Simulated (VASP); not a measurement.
# BiB (P6_3mc) in VASP: further runs, part 2 of 2

VASP 6.6.1. Earlier steps stand in the parts before.

### 3 Single point, PBE (uniaxial z strain +5.0%)

The input, INCAR:

```
SYSTEM = BiB
PREC = Accurate
ENCUT = 520
EDIFF = 1E-6
ISMEAR = -1
SIGMA = 0.02
LREAL = .False.
LASPH = .True.
NELM = 60
ALGO = Normal
ISIF = 2
LWAVE = .False.
LCHARG = .False.
GGA = PE
NBANDS = 26
```

The input, KPOINTS:

```
regular mesh
0
Gamma
  12 12 4
  0 0 0
```

The input, POSCAR:

```
BiB
1.0
    3.8655765072      0.0000000000      0.0000000000
   -1.9327882536      3.3476874555      0.0000000000
    0.0000000000      0.0000000000      6.6942191828
B Bi
2 2
Direct
    0.3333333333      0.6666666667      0.0018179706
    0.6666666667      0.3333333333      0.5018179706
    0.3333333333      0.6666666667      0.3731820294
    0.6666666667      0.3333333333      0.8731820294
```

Potentials or basis: VASP PAW PBE potentials, release 64 (B, Bi_d).

On the command line:

```console
$ cat potpaw_PBE.64/B/POTCAR potpaw_PBE.64/Bi_d/POTCAR > POTCAR
$ mpirun -np 1 vasp_std > vasp.out
```

OUTCAR:

```text
SYSTEM = BiB
   PREC = Accurate
   ENCUT = 520
   EDIFF = 1E-6
   ISMEAR = -1
   LREAL = .False.
   LASPH = .True.
   NELM = 60
   ISIF = 2
   GGA = PE

 ion  position               nearest neighbor table
   1  0.333  0.667  0.002-   4 2.39   4 2.39   4 2.39   3 2.49
   2  0.667  0.333  0.502-   3 2.39   3 2.39   3 2.39   4 2.49
   3  0.333  0.667  0.373-   2 2.39   2 2.39   2 2.39   1 2.49
   4  0.667  0.333  0.873-   1 2.39   1 2.39   1 2.39   2 2.49

  LATTYP: Found a hexagonal cell.
 ALAT       =     3.8655765072
 C/A-ratio  =     1.7317518280

  Lattice vectors:

 A1 = (   3.8655765072,   0.0000000000,   0.0000000000)
 A2 = (  -1.9327882536,   3.3476874555,   0.0000000000)
 A3 = (   0.0000000000,   0.0000000000,   6.6942191828)

Analysis of symmetry for initial positions (statically):
=====================================================================
 Subroutine PRICEL returns:
 Original cell was already a primitive cell.

 Routine SETGRP: Setting up the symmetry group for a
 hexagonal supercell.

 Subroutine GETGRP returns: Found 12 space group operations
 (whereof  6 operations were pure point group operations)
 out of a pool of 24 trial point group operations.

The static configuration has the point symmetry C_3v.
 The point group associated with its full space group is C_6v.

Analysis of symmetry for dynamics (positions and initial velocities):
=====================================================================
 Subroutine PRICEL returns:
 Original cell was already a primitive cell.

 Routine SETGRP: Setting up the symmetry group for a
 hexagonal supercell.

 Subroutine GETGRP returns: Found 12 space group operations
 (whereof  6 operations were pure point group operations)
 out of a pool of 24 trial point group operations.

The dynamic configuration has the point symmetry C_3v.
 The point group associated with its full space group is C_6v.

 Subroutine INISYM returns: Found 12 space group operations
 (whereof  6 operations are pure point group operations),
 and found     1 'primitive' translations

----------------------------------------------------------------------------------------

                                     Primitive cell

  volume of cell :      86.6282

  direct lattice vectors                    reciprocal lattice vectors
     3.865576507  0.000000000  0.000000000     0.258693625  0.149356834  0.000000000
    -1.932788254  3.347687456  0.000000000     0.000000000  0.298713668  0.000000000
     0.000000000  0.000000000  6.694219183     0.000000000  0.000000000  0.149382620

  length of vectors
     3.865576507  3.865576507  6.694219183     0.298713668  0.298713668  0.149382620

  position of ions in fractional coordinates (direct lattice)
     0.333333333  0.666666667  0.001817971
     0.666666667  0.333333333  0.501817971
     0.333333333  0.666666667  0.373182029
     0.666666667  0.333333333  0.873182029

  ion indices of the primitive-cell ions
   primitive index   ion index
                 1           1
                 2           2
                 3           3
                 4           4

----------------------------------------------------------------------------------------

 KPOINTS: regular mesh

Automatic generation of k-mesh.
 Grid dimensions read from file:
 generate k-points for:   12   12    4

 Generating k-lattice:

  Cartesian coordinates                     Fractional coordinates (reciprocal lattice)
     0.021557802  0.012446403  0.000000000     0.083333333 -0.000000000  0.000000000
     0.000000000  0.024892806  0.000000000     0.000000000  0.083333333  0.000000000
     0.000000000  0.000000000  0.037345655     0.000000000  0.000000000  0.250000000

  Length of vectors
     0.024892806  0.024892806  0.037345655

  Shift w.r.t. Gamma in fractional coordinates (k-lattice)
     0.000000000  0.000000000  0.000000000

 Subroutine IBZKPT returns following result:
 ===========================================

 Found     57 irreducible k-points:

 Following reciprocal coordinates:
            Coordinates               Weight
  0.000000  0.000000  0.000000      1.000000
  0.083333 -0.000000  0.000000      6.000000
  0.166667 -0.000000  0.000000      6.000000
  0.250000 -0.000000  0.000000      6.000000
  0.333333  0.000000  0.000000      6.000000
  0.416667 -0.000000  0.000000      6.000000
[... 16 lines left out ...]
  0.250000 -0.000000  0.250000     12.000000
  0.333333  0.000000  0.250000     12.000000
 [... further k-points ...]
   k-points           NKPTS =     57   k-points in BZ     NKDIM =     57   number of bands    NBANDS=     26
   number of dos      NEDOS =    301   number of ions     NIONS =      4
   total plane-waves  NPLWV =  45000
   dimension x,y,z NGX =    30 NGY =   30 NGZ =   50
   dimension x,y,z NGXF=    60 NGYF=   60 NGZF=  100
   ions per type =               2   2
   NGX,Y,Z   is equivalent  to a cutoff of  12.90, 12.90, 12.42 a.u.
   NGXF,Y,Z  is equivalent  to a cutoff of  25.80, 25.80, 24.83 a.u.
 SYSTEM =  BiB
   PREC   = accura    normal or accurate (medium, high low for compatibility)
   ISTART =      0    job   : 0-new  1-cont  2-samecut
   ICHARG =      2    charge: 1-file 2-atom 10-const
   ISPIN  =      1    spin polarized calculation?
   LNONCOLLINEAR =      F non collinear calculations
   LSORBIT =      F    spin-orbit coupling
   LASPH  =      T    aspherical Exc in radial PAW
   ENCUT  =  520.0 eV  38.22 Ry    6.18 a.u.   7.19  7.19 12.45*2*pi/ulx,y,z
   NELM   =     60;   NELMIN=  2; NELMDL= -5     # of ELM steps
   EDIFF  = 0.1E-05   stopping-criterion for ELM
   LREAL  =      F    real-space projection
   EDIFFG = 0.1E-04   stopping-criterion for IOM
   NSW    =      0    number of steps for IOM
   IBRION =     -1    ionic relax: 0-MD 1-quasi-New 2-CG
   NFREE  =      0    steps in history (QN), initial steepest desc. (CG)
   ISIF   =      2    stress and relaxation
   ISYM   =      2    0-nonsym 1-usesym 2-fastsym
   POTIM  = 0.5000    time-step for ionic-motion
   TEBEG  =    0.0;   TEEND  =   0.0 temperature during run
   PSTRESS=    0.0 pullay stress
   NELECT =      36.0000    total number of electrons
   NUPDOWN=      -1.0000    fix difference up-down
   EMIN   =  10.00;   EMAX   =-10.00  energy-range for DOS
   EFERMI =   0.00;   METHOD = LEGACY
   ISMEAR =    -1;   SIGMA  =   0.02  broadening in eV -4-tet -1-fermi 0-gaus
   EFERMI_NEDOS =   21; number of points for ismear=-14 and -15
   IALGO  =     38    algorithm
   IMIX   =      4    mixing-type and parameters
     AMIX     =   0.40;   BMIX     =  1.00
     AMIX_MAG =   1.60;   BMIX_MAG =  1.00
  volume/ion in A,a.u.               =      21.66       146.15
  Fermi-wavevector in a.u.,A,eV,Ry     =   1.221676  2.308632 20.306582  1.492492
  Thomas-Fermi vector in A             =   2.356850
   LORBIT       =      0    0 simple, 1 ext, 2 COOP (PROOUT), +10 PAW based schemes
   GGA     = PE    functional components
   LHFCALC =     F    Hartree Fock is set to
   AEXX    =    0.0000 exact exchange contribution
   IVDW    =     0    specifies the selected vdW correction
   LEPSILON=     F    determine dielectric tensor
   LRPA    =     F    only Hartree local field effects (RPA)
 non-spin polarized calculation
  energy-cutoff  :      520.00
  volume of cell :       86.63
 maximum number of plane-waves:      2367
 NGX is ok and might be reduce to    30
   NGX = 15   NGY = 15   NGZ = 25

 number of electron      35.9999998 magnetization

 Free energy of the ion-electron system (eV)
  ---------------------------------------------------
  ext. energy  EPLUGINS =         0.00000000
  ---------------------------------------------------
  free energy    TOTEN  =       -17.87196923 eV

  energy without entropy =      -17.87187192  energy(sigma->0) =      -17.87192058

 E-fermi :   6.7408     XC(G=0):  -9.8171

 val. band max:        6.7407001801   @ k =   0.0000   0.0000   0.0000
 cond. band min:       7.0592341976   @ k =   0.3333   0.0000   0.2500
 fundamental gap:      0.3185340175
 Fermi energy:         6.7407648375

 k-point     1 :       0.0000    0.0000    0.0000
  band No.  band energies     occupation
      1     -16.4584      2.00000
      2     -16.4504      2.00000
      3     -16.4504      2.00000
      4     -16.4487      2.00000
      5     -16.4414      2.00000
      6     -16.4414      2.00000
[... 18 lines left out ...]
     25      11.4119      0.00000
     26      12.6384      0.00000
[... 644 lines left out ...]
      4     -16.4259      2.00000
      5     -16.4137      2.00000
      6     -16.4062      2.00000
[... 18 lines left out ...]
     25      13.0827      0.00000
     26      13.4993      0.00000

 [... further k-points ...]
[... 5 lines left out ...]
  --------------------------------------------------------------------------------------
  -------------------------------------------------------------------------------------
  Total        0.3138561      0.3138561     -3.8425253      0.0000000      0.0000000     -0.0000000
  in kB        5.8047309      5.8047309    -71.0670379      0.0000000      0.0000000     -0.0000000
  external PRESSURE =     -19.8191921 kB  Pullay stress =       0.0000000 kB

 VOLUME and BASIS-vectors are now :
 -----------------------------------------------------------------------------
  energy-cutoff  :      520.00
  volume of cell :       86.63
      direct lattice vectors                 reciprocal lattice vectors
     3.865576507  0.000000000  0.000000000     0.258693625  0.149356834  0.000000000
    -1.932788254  3.347687456  0.000000000     0.000000000  0.298713668  0.000000000
     0.000000000  0.000000000  6.694219183     0.000000000  0.000000000  0.149382620

 POSITION                                       TOTAL-FORCE (eV/Angst)
 -----------------------------------------------------------------------------------
     -0.00000      2.23179      0.01217         0.000000      0.000000      0.018558
      1.93279      1.11590      3.35928         0.000000      0.000000      0.018558
     -0.00000      2.23179      2.49816        -0.000000     -0.000000     -0.018558
      1.93279      1.11590      5.84527         0.000000      0.000000     -0.018558
 -----------------------------------------------------------------------------------
    total drift:                               -0.000000     -0.000000     -0.001757

  FREE ENERGIE OF THE ION-ELECTRON SYSTEM (eV)
  ---------------------------------------------------
  free  energy   TOTEN  =       -17.8719692334 eV

  energy  without entropy=      -17.8718719228  energy(sigma->0) =      -17.87192058
```

OSZICAR:

```text
N       E                     dE             d eps       ncg     rms          rms(c)
DAV:   1     0.356336916707E+03    0.35634E+03   -0.18605E+04  2964   0.160E+03
DAV:   2     0.147467392745E+02   -0.34159E+03   -0.33226E+03  3062   0.426E+02
DAV:   3    -0.179704124807E+02   -0.32717E+02   -0.32276E+02  3720   0.145E+02
DAV:   4    -0.190906674420E+02   -0.11203E+01   -0.11168E+01  3530   0.286E+01
DAV:   5    -0.191397536521E+02   -0.49086E-01   -0.49079E-01  4322   0.557E+00    0.511E+00
DAV:   6    -0.178913808815E+02    0.12484E+01   -0.28715E+00  3740   0.951E+00    0.188E+00
DAV:   7    -0.178756232437E+02    0.15758E-01   -0.46481E-01  3436   0.278E+00    0.105E+00
DAV:   8    -0.178737173965E+02    0.19058E-02   -0.60163E-02  3592   0.197E+00    0.213E-01
DAV:   9    -0.178714976666E+02    0.22197E-02   -0.10960E-02  3836   0.891E-01    0.737E-02
DAV:  10    -0.178718862670E+02   -0.38860E-03   -0.16591E-03  3816   0.243E-01    0.415E-02
DAV:  11    -0.178719698669E+02   -0.83600E-04   -0.36245E-04  3632   0.141E-01    0.138E-02
DAV:  12    -0.178719680304E+02    0.18365E-05   -0.31309E-05  3262   0.321E-02    0.338E-03
DAV:  13    -0.178719693519E+02   -0.13215E-05   -0.37998E-06  3116   0.129E-02    0.123E-03
DAV:  14    -0.178719692334E+02    0.11843E-06   -0.35551E-07  1782   0.699E-03
   1 F= -.17871969E+02 E0= -.17871921E+02  d E =-.973106E-04
```

It took 79 s on 1 thread of Intel Xeon Platinum 8488C (Sapphire Rapids), shared host; peak memory 0.26 GiB.

What came out:

- Free energy: -17.8720 eV
- Pressure: -2.0 GPa
- Largest force: 0.019 eV/Å
- Band gap on the k mesh: zero (filled and empty bands touch)

Forces on the atoms (eV/Å):
```
B    0.000  0.000  0.019
B    0.000  0.000  0.019
Bi   0.000  0.000 -0.019
Bi   0.000  0.000 -0.019
```

Stress tensor (GPa, compression positive):
```
 0.58  0.00  0.00
 0.00  0.58  0.00
 0.00  0.00 -7.11
```

Caveat: the cell differs from its parent crystal (uniaxial z strain +5.0%); spin-orbit coupling is left out, which moves the levels of the heavy elements.
